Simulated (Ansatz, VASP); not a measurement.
# K: VASP beside Ansatz

```
K
1.0
     0.00000    3.08976    3.08976
     3.08976    0.00000    3.08976
     3.08976    3.08976    0.00000
K
1
Direct
  0.00000 0.00000 0.00000
```

Change from the starting cell: volume scaled by 0.8, LAPW.

Alike in both runs: task single point; functional PBE; k mesh 10 × 10 × 10; occupations fermi-dirac, width 0.1 eV; no spin polarisation.

```csv
,VASP,Ansatz
version,VASP 6.6.1,Ansatz 0.2.0
potentials or method,"VASP PAW PBE potentials, release 64 (K_sv), cutoff 520 eV","all-electron LAPW, scalar-relativistic"
```

```csv
,VASP,Ansatz,Ansatz less VASP
pressure (GPa),1.2,1.2,+0.01
```

Ansatz ran all-electron here, and VASP with PAW potentials.
